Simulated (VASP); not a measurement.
# SiO2 (P2_13) in VASP: notebook

SiO2 is run at these levels: LDA; tasks: single point.

Program: VASP 6.6.1. These are calculated values, not measurements. Logs are shortened: lines on timing, memory, paths and dates and some standing lists are left out, and cuts for length are marked.

**1. The cell of the first run**

It takes space group P2_13 (No. 198, cubic). Conventional cell: a = 7.278 Å, b = 7.278 Å, c = 7.278 Å, α = 90.00°, β = 90.00°, γ = 90.00°. Within 2.1 Å of Si (site symmetry 3) lie 4 O at 1.60 to 1.61 Å. Si (site symmetry 3) has 4 O at 1.60 to 1.61 Å within 2.1 Å. Within 2.1 Å of O (site symmetry 3) lie 2 Si at 1.60 Å. Within 2.1 Å of O (site symmetry 1) lie 2 Si at 1.61 Å.

**2. Single point, LDA (volume scaled by 1.10, then relaxed in part)**

Input file INCAR:

```
ALGO = Normal ; EDIFF = 1E-7
ENCUT = 520 ; GGA = CA
ISIF = 2 ; ISMEAR = 0
LASPH = True ; LCHARG = False
LREAL = Auto ; LWAVE = False
NBANDS = 82 ; NELM = 100
PREC = Accurate ; SIGMA = 0.02
```

Input file KPOINTS:

```
k-points
0
Gamma
  4 4 4
```

Input file POSCAR:

```
SiO2
1.0
    7.2778721416      0.0000000000      0.0000000000
    0.0000000000      7.2778721416      0.0000000000
    0.0000000000      0.0000000000      7.2778721416
Si O
8 16
Direct
    0.2675535593      0.2675535593      0.2675535593
    0.2324464407      0.7324464407      0.7675535593
    0.7675535593      0.2324464407      0.7324464407
    0.7324464407      0.7675535593      0.2324464407
    1.0135065235      1.0135065235      1.0135065235
    0.4864934765     -0.0135065235      0.5135065235
    0.5135065235      0.4864934765     -0.0135065235
   -0.0135065235      0.5135065235      0.4864934765
    0.1405212085      0.1405212085      0.1405212085
    0.3594787915      0.8594787915      0.6405212085
    0.6405212085      0.3594787915      0.8594787915
    0.8594787915      0.6405212085      0.3594787915
    0.6375131459      0.6462304381      0.0745948043
    0.8624868541      0.3537695619      0.5745948043
    0.1375131459      0.8537695619      0.9254051957
    0.3624868541      0.1462304381      0.4254051957
    0.0745948043      0.6375131459      0.6462304381
    0.5745948043      0.8624868541      0.3537695619
    0.9254051957      0.1375131459      0.8537695619
    0.4254051957      0.3624868541      0.1462304381
    0.6462304381      0.0745948043      0.6375131459
    0.3537695619      0.5745948043      0.8624868541
    0.8537695619      0.9254051957      0.1375131459
    0.1462304381      0.4254051957      0.3624868541
```

Potentials or basis: VASP PAW LDA potentials, release 64 (Si, O).

Launch:

```console
cat potpaw_LDA.64/Si/POTCAR potpaw_LDA.64/O/POTCAR > POTCAR
mpirun -np 1 vasp_std > vasp.out
```

OUTCAR:

```text
EDIFF = 1E-7
   ENCUT = 520
   GGA = CA
   ISIF = 2
   ISMEAR = 0
   LASPH = True
   LREAL = Auto
   NELM = 100
   PREC = Accurate

 ion  position               nearest neighbor table
   1  0.268  0.268  0.268-   9 1.60  16 1.61  20 1.61  24 1.61
   2  0.232  0.732  0.768-  10 1.60  15 1.61  17 1.61  22 1.61
   3  0.768  0.232  0.732-  11 1.60  14 1.61  19 1.61  21 1.61
   4  0.732  0.768  0.232-  12 1.60  13 1.61  18 1.61  23 1.61
   5  0.014  0.014  0.014-   9 1.60  15 1.61  19 1.61  23 1.61
   6  0.486  0.986  0.514-  10 1.60  16 1.61  18 1.61  21 1.61
   7  0.514  0.486  0.986-  11 1.60  13 1.61  20 1.61  22 1.61
   8  0.986  0.514  0.486-  12 1.60  14 1.61  17 1.61  24 1.61
   9  0.141  0.141  0.141-   5 1.60   1 1.60
  10  0.359  0.859  0.641-   6 1.60   2 1.60
  11  0.641  0.359  0.859-   7 1.60   3 1.60
  12  0.859  0.641  0.359-   8 1.60   4 1.60
  13  0.638  0.646  0.075-   4 1.61   7 1.61
  14  0.862  0.354  0.575-   3 1.61   8 1.61
[... 8 lines left out ...]
  23  0.854  0.925  0.138-   4 1.61   5 1.61
  24  0.146  0.425  0.362-   1 1.61   8 1.61

  LATTYP: Found a simple cubic cell.
 ALAT       =     7.2778721416

  Lattice vectors:

 A1 = (   7.2778721416,   0.0000000000,   0.0000000000)
 A2 = (   0.0000000000,   7.2778721416,   0.0000000000)
 A3 = (   0.0000000000,   0.0000000000,   7.2778721416)

Analysis of symmetry for initial positions (statically):
=====================================================================
 Subroutine PRICEL returns:
 Original cell was already a primitive cell.

 Routine SETGRP: Setting up the symmetry group for a
 simple cubic supercell.

 Subroutine GETGRP returns: Found 12 space group operations
 (whereof  3 operations were pure point group operations)
 out of a pool of 48 trial point group operations.

The static configuration has the point symmetry C_3 .
 The point group associated with its full space group is T   .

Analysis of symmetry for dynamics (positions and initial velocities):
=====================================================================
 Subroutine PRICEL returns:
 Original cell was already a primitive cell.

 Routine SETGRP: Setting up the symmetry group for a
 simple cubic supercell.

 Subroutine GETGRP returns: Found 12 space group operations
 (whereof  3 operations were pure point group operations)
 out of a pool of 48 trial point group operations.

The dynamic configuration has the point symmetry C_3 .
 The point group associated with its full space group is T   .

 Subroutine INISYM returns: Found 12 space group operations
 (whereof  3 operations are pure point group operations),
 and found     1 'primitive' translations

----------------------------------------------------------------------------------------

                                     Primitive cell

  volume of cell :     385.4901

  direct lattice vectors                    reciprocal lattice vectors
     7.277872142  0.000000000  0.000000000     0.137402799  0.000000000  0.000000000
     0.000000000  7.277872142  0.000000000     0.000000000  0.137402799  0.000000000
     0.000000000  0.000000000  7.277872142     0.000000000  0.000000000  0.137402799

  length of vectors
     7.277872142  7.277872142  7.277872142     0.137402799  0.137402799  0.137402799

  position of ions in fractional coordinates (direct lattice)
     0.267553559  0.267553559  0.267553559
     0.232446441  0.732446441  0.767553559
     0.767553559  0.232446441  0.732446441
     0.732446441  0.767553559  0.232446441
     0.013506523  0.013506523  0.013506523
     0.486493477  0.986493477  0.513506523
[... 16 lines left out ...]
     0.853769562  0.925405196  0.137513146
     0.146230438  0.425405196  0.362486854

  ion indices of the primitive-cell ions
   primitive index   ion index
                 1           1
                 2           2
                 3           3
                 4           4
                 5           5
                 6           6
[... 16 lines left out ...]
                23          23
                24          24

----------------------------------------------------------------------------------------

 KPOINTS: k-points

Automatic generation of k-mesh.
 Grid dimensions read from file:
 generate k-points for:    4    4    4

 Generating k-lattice:

  Cartesian coordinates                     Fractional coordinates (reciprocal lattice)
     0.034350700  0.000000000  0.000000000     0.250000000  0.000000000  0.000000000
     0.000000000  0.034350700  0.000000000     0.000000000  0.250000000  0.000000000
     0.000000000  0.000000000  0.034350700     0.000000000  0.000000000  0.250000000

  Length of vectors
     0.034350700  0.034350700  0.034350700

  Shift w.r.t. Gamma in fractional coordinates (k-lattice)
     0.000000000  0.000000000  0.000000000

 Subroutine IBZKPT returns following result:
 ===========================================

 Found     11 irreducible k-points:

 Following reciprocal coordinates:
            Coordinates               Weight
  0.000000  0.000000  0.000000      1.000000
  0.250000  0.000000  0.000000      6.000000
  0.500000  0.000000  0.000000      3.000000
  0.250000  0.250000  0.000000     12.000000
  0.500000  0.250000  0.000000      6.000000
 -0.250000  0.500000  0.000000      6.000000
  0.500000  0.500000  0.000000      3.000000
  0.250000  0.250000  0.250000      8.000000
  0.500000  0.250000  0.250000     12.000000
  0.500000  0.500000  0.250000      6.000000
  0.500000  0.500000  0.500000      1.000000
   k-points           NKPTS =     11   k-points in BZ     NKDIM =     11   number of bands    NBANDS=     82
   number of dos      NEDOS =    301   number of ions     NIONS =     24
   total plane-waves  NPLWV = 157464
   dimension x,y,z NGX =    54 NGY =   54 NGZ =   54
   dimension x,y,z NGXF=   108 NGYF=  108 NGZF=  108
   ions per type =               8  16
   NGX,Y,Z   is equivalent  to a cutoff of  12.34, 12.34, 12.34 a.u.
   NGXF,Y,Z  is equivalent  to a cutoff of  24.67, 24.67, 24.67 a.u.
 SYSTEM =  unknown system
   PREC   = accura    normal or accurate (medium, high low for compatibility)
   ISTART =      0    job   : 0-new  1-cont  2-samecut
   ICHARG =      2    charge: 1-file 2-atom 10-const
   ISPIN  =      1    spin polarized calculation?
   LNONCOLLINEAR =      F non collinear calculations
   LSORBIT =      F    spin-orbit coupling
   LASPH  =      T    aspherical Exc in radial PAW
   ENCUT  =  520.0 eV  38.22 Ry    6.18 a.u.  13.53 13.53 13.53*2*pi/ulx,y,z
   NELM   =    100;   NELMIN=  2; NELMDL= -5     # of ELM steps
   EDIFF  = 0.1E-06   stopping-criterion for ELM
   LREAL  =      T    real-space projection
   EDIFFG = 0.1E-05   stopping-criterion for IOM
   NSW    =      0    number of steps for IOM
   IBRION =     -1    ionic relax: 0-MD 1-quasi-New 2-CG
   NFREE  =      0    steps in history (QN), initial steepest desc. (CG)
   ISIF   =      2    stress and relaxation
   ISYM   =      2    0-nonsym 1-usesym 2-fastsym
   POTIM  = 0.5000    time-step for ionic-motion
   TEBEG  =    0.0;   TEEND  =   0.0 temperature during run
   PSTRESS=    0.0 pullay stress
   NELECT =     128.0000    total number of electrons
   NUPDOWN=      -1.0000    fix difference up-down
   EMIN   =  10.00;   EMAX   =-10.00  energy-range for DOS
   EFERMI =   0.00;   METHOD = LEGACY
   ISMEAR =     0;   SIGMA  =   0.02  broadening in eV -4-tet -1-fermi 0-gaus
   EFERMI_NEDOS =   21; number of points for ismear=-14 and -15
   IALGO  =     38    algorithm
   IMIX   =      4    mixing-type and parameters
     AMIX     =   0.40;   BMIX     =  1.00
     AMIX_MAG =   1.60;   BMIX_MAG =  1.00
  volume/ion in A,a.u.               =      16.06       108.39
  Fermi-wavevector in a.u.,A,eV,Ry     =   1.133636  2.142262 17.485271  1.285131
  Thomas-Fermi vector in A             =   2.270339
   LORBIT       =      0    0 simple, 1 ext, 2 COOP (PROOUT), +10 PAW based schemes
   GGA     = CA    functional components
   LHFCALC =     F    Hartree Fock is set to
   AEXX    =    0.0000 exact exchange contribution
   IVDW    =     0    specifies the selected vdW correction
   LEPSILON=     F    determine dielectric tensor
   LRPA    =     F    only Hartree local field effects (RPA)
 non-spin polarized calculation
 Gauss-broadening in eV      SIGMA  =   0.02
  energy-cutoff  :      520.00
  volume of cell :      385.49
 maximum number of plane-waves:     10432
   NGX = 27   NGY = 27   NGZ = 27

 number of electron     127.9999911 magnetization

 Free energy of the ion-electron system (eV)
  ---------------------------------------------------
  ext. energy  EPLUGINS =         0.00000000
  ---------------------------------------------------
  free energy    TOTEN  =      -207.37348296 eV

  energy without entropy =     -207.37348296  energy(sigma->0) =     -207.37348296

 E-fermi :  -0.7241     XC(G=0):  -8.2950

 val. band max:       -0.8854744575   @ k =   0.2500   0.2500   0.2500
 cond. band min:       4.5306586792   @ k =   0.0000   0.0000   0.0000
 fundamental gap:      5.4161331366
 Fermi energy:        -0.7240595675

 k-point     1 :       0.0000    0.0000    0.0000
  band No.  band energies     occupation
      1     -20.0446      2.00000
      2     -19.1483      2.00000
      3     -19.1483      2.00000
      4     -19.1483      2.00000
      5     -19.1392      2.00000
      6     -19.1392      2.00000
[... 68 lines left out ...]
     75       8.2543      0.00000
     76       9.3866      0.00000

 k-point     2 :       0.2500    0.0000    0.0000
  band No.  band energies     occupation
      1     -19.9828      2.00000
      2     -19.5141      2.00000
      3     -19.1474      2.00000
      4     -19.1444      2.00000
      5     -19.1427      2.00000
      6     -19.1397      2.00000
[... 703 lines left out ...]
 k-point    11 :       0.5000    0.5000    0.5000
  band No.  band energies     occupation
      1     -19.6149      2.00000
      2     -19.6149      2.00000
      3     -19.6149      2.00000
      4     -19.6149      2.00000
      5     -18.6114      2.00000
      6     -18.6114      2.00000
[... 68 lines left out ...]
     75       7.6976      0.00000
     76       7.6976      0.00000
 [bands above 76 left out]

------------------------ aborting loop because EDIFF is reached ----------------------------------------

  FORCE on cell =-STRESS in cart. coord.  units (eV):
  Direction    XX          YY          ZZ          XY          YZ          ZX
  --------------------------------------------------------------------------------------
  -------------------------------------------------------------------------------------
  Total       -1.5369867     -1.5369867     -1.5369867      0.0000000      0.0000000     -0.0000000
  in kB       -6.3880371     -6.3880371     -6.3880371      0.0000000      0.0000000     -0.0000000
  external PRESSURE =      -6.3880371 kB  Pullay stress =       0.0000000 kB

 VOLUME and BASIS-vectors are now :
 -----------------------------------------------------------------------------
  energy-cutoff  :      520.00
  volume of cell :      385.49
      direct lattice vectors                 reciprocal lattice vectors
     7.277872142  0.000000000  0.000000000     0.137402799  0.000000000  0.000000000
     0.000000000  7.277872142  0.000000000     0.000000000  0.137402799  0.000000000
     0.000000000  0.000000000  7.277872142     0.000000000  0.000000000  0.137402799

 POSITION                                       TOTAL-FORCE (eV/Angst)
 -----------------------------------------------------------------------------------
      1.94722      1.94722      1.94722         0.006686      0.006686      0.006686
      1.69172      5.33065      5.58616        -0.006686     -0.006686      0.006686
      5.58616      1.69172      5.33065         0.006686     -0.006686     -0.006686
      5.33065      5.58616      1.69172        -0.006686      0.006686     -0.006686
      0.09830      0.09830      0.09830         0.011024      0.011024      0.011024
      3.54064      7.17957      3.73723        -0.011024     -0.011024      0.011024
[... 16 lines left out ...]
      6.21363      6.73498      1.00080        -0.001259      0.008233      0.001504
      1.06425      3.09604      2.63813         0.001259      0.008233     -0.001504
 -----------------------------------------------------------------------------------
    total drift:                                0.000000     -0.000000      0.000000

  FREE ENERGIE OF THE ION-ELECTRON SYSTEM (eV)
  ---------------------------------------------------
  free  energy   TOTEN  =      -207.3734829614 eV

  energy  without entropy=     -207.3734829614  energy(sigma->0) =     -207.37348296
```

It took 4.6 min on 1 thread of AMD EPYC 9R45 (Zen 5), shared host; peak memory 0.4 GiB.

Results:

```
Free energy            : -207.3735 eV
Pressure               : -0.6 GPa
Largest force          : 0.019 eV/Å
Band gap on the k mesh : 5.42 eV, indirect (the least direct gap lies 0.8 meV higher)
```

Forces on the atoms (eV/Å):
```
Si   0.007  0.007  0.007
Si  -0.007 -0.007  0.007
Si   0.007 -0.007 -0.007
Si  -0.007  0.007 -0.007
Si   0.011  0.011  0.011
Si  -0.011 -0.011  0.011
Si   0.011 -0.011 -0.011
Si  -0.011  0.011 -0.011
O   -0.001 -0.001 -0.001
O    0.001  0.001 -0.001
O   -0.001  0.001  0.001
O    0.001 -0.001  0.001
O    0.002  0.001 -0.008
O   -0.002 -0.001 -0.008
O    0.002 -0.001  0.008
O   -0.002  0.001  0.008
O   -0.008  0.002  0.001
O   -0.008 -0.002 -0.001
O    0.008  0.002 -0.001
O    0.008 -0.002  0.001
O    0.001 -0.008  0.002
O   -0.001 -0.008 -0.002
O   -0.001  0.008  0.002
O    0.001  0.008 -0.002
```

Levels at points of the mesh, in eV from the valence-band top:
| k point | band 60 | band 61 | band 62 | band 63 | band 64 | band 65 | band 66 | band 67 | band 68 | band 69 |
| --- | --- | --- | --- | --- | --- | --- | --- | --- | --- | --- |
| (0.00, 0.00, 0.00) | -0.56 | -0.56 | 0.00 | 0.00 | 0.00 | 5.42 | 8.33 | 8.33 | 8.33 | 8.37 |
| (0.50, 0.00, 0.00) | -0.43 | -0.35 | -0.35 | -0.32 | -0.32 | 6.48 | 6.48 | 8.66 | 8.66 | 8.74 |
| (0.50, 0.50, 0.00) | -0.66 | -0.24 | -0.24 | -0.20 | -0.20 | 7.31 | 7.31 | 7.33 | 7.33 | 8.81 |
| (0.50, 0.50, 0.50) | -0.90 | 0.00 | 0.00 | 0.00 | 0.00 | 7.72 | 7.72 | 7.72 | 7.72 | 8.17 |

 A k mesh can miss the band edges.

**3. Single point, LDA (volume scaled by 1.03, then relaxed in part)**

Input file INCAR:

```
SYSTEM = SiO2
ALGO = Normal
EDIFF = 1E-6
ENCUT = 520
ISIF = 2
ISMEAR = 0
LASPH = .True.
LCHARG = .True.
LELF = .True.
LREAL = Auto
LVHAR = .True.
LWAVE = .False.
NBANDS = 82
NELM = 60
PREC = Accurate
SIGMA = 0.02
```

Input file KPOINTS:

```
k-points
0
Gamma
  4 4 4
  0 0 0
```

Input file POSCAR:

```
SiO2
1.0
    7.1200974021      0.0000000000      0.0000000000
    0.0000000000      7.1200974021      0.0000000000
    0.0000000000      0.0000000000      7.1200974021
Si O
8 16
Direct
    0.2791140002      0.2791140002      0.2791140002
    0.2208859998      0.7208859998      0.7791140002
    0.7791140002      0.2208859998      0.7208859998
    0.7208859998      0.7791140002      0.2208859998
    1.0198187889      1.0198187889      1.0198187889
    0.4801812111     -0.0198187889      0.5198187889
    0.5198187889      0.4801812111     -0.0198187889
   -0.0198187889      0.5198187889      0.4801812111
    0.1493643962      0.1493643962      0.1493643962
    0.3506356038      0.8506356038      0.6493643962
    0.6493643962      0.3506356038      0.8506356038
    0.8506356038      0.6493643962      0.3506356038
    0.6393585620      0.6594396387      0.0477793105
    0.8606414380      0.3405603613      0.5477793105
    0.1393585620      0.8405603613      0.9522206895
    0.3606414380      0.1594396387      0.4522206895
    0.0477793105      0.6393585620      0.6594396387
    0.5477793105      0.8606414380      0.3405603613
    0.9522206895      0.1393585620      0.8405603613
    0.4522206895      0.3606414380      0.1594396387
    0.6594396387      0.0477793105      0.6393585620
    0.3405603613      0.5477793105      0.8606414380
    0.8405603613      0.9522206895      0.1393585620
    0.1594396387      0.4522206895      0.3606414380
```

Potentials or basis: VASP PAW LDA potentials, release 64 (Si, O).

Launch:

```console
cat potpaw_LDA.64/Si/POTCAR potpaw_LDA.64/O/POTCAR > POTCAR
mpirun -np 1 vasp_std > vasp.out
```

Run time: 8.5 min. Hardware: 1 thread of Oxide Virtual Turin-like, shared host; peak memory 0.38 GiB.

Results (log left out):

- Free energy: -207.4458 eV
- Pressure: 0.2 GPa
- Largest force: 0.035 eV/Å
- Band gap on the k mesh: 5.57 eV, indirect (the least direct gap lies 3.9 meV higher)

Forces on the atoms (eV/Å):
```
Si   0.010  0.010  0.010
Si  -0.010 -0.010  0.010
Si   0.010 -0.010 -0.010
Si  -0.010  0.010 -0.010
Si   0.020  0.020  0.020
Si  -0.020 -0.020  0.020
Si   0.020 -0.020 -0.020
Si  -0.020  0.020 -0.020
O    0.007  0.007  0.007
O   -0.007 -0.007  0.007
O    0.007 -0.007 -0.007
O   -0.007  0.007 -0.007
O    0.005  0.008 -0.020
O   -0.005 -0.008 -0.020
O    0.005 -0.008  0.020
O   -0.005  0.008  0.020
O   -0.020  0.005  0.008
O   -0.020 -0.005 -0.008
O    0.020  0.005 -0.008
O    0.020 -0.005  0.008
O    0.008 -0.020  0.005
O   -0.008 -0.020 -0.005
O   -0.008  0.020  0.005
O    0.008  0.020 -0.005
```

Levels at points of the mesh, in eV from the valence-band top:
| k point | band 62 | band 63 | band 64 | band 65 | band 66 | band 67 |
| --- | --- | --- | --- | --- | --- | --- |
| (0.00, 0.00, 0.00) | 0.00 | 0.00 | 0.00 | 5.57 | 8.56 | 8.56 |
| (0.50, 0.00, 0.00) | -0.27 | -0.26 | -0.26 | 6.71 | 6.71 | 8.79 |
| (0.50, 0.50, 0.00) | -0.24 | -0.14 | -0.14 | 7.54 | 7.54 | 7.59 |
| (0.50, 0.50, 0.50) | 0.00 | 0.00 | 0.00 | 7.94 | 7.94 | 7.94 |

(Continued in part 2 of 2.)
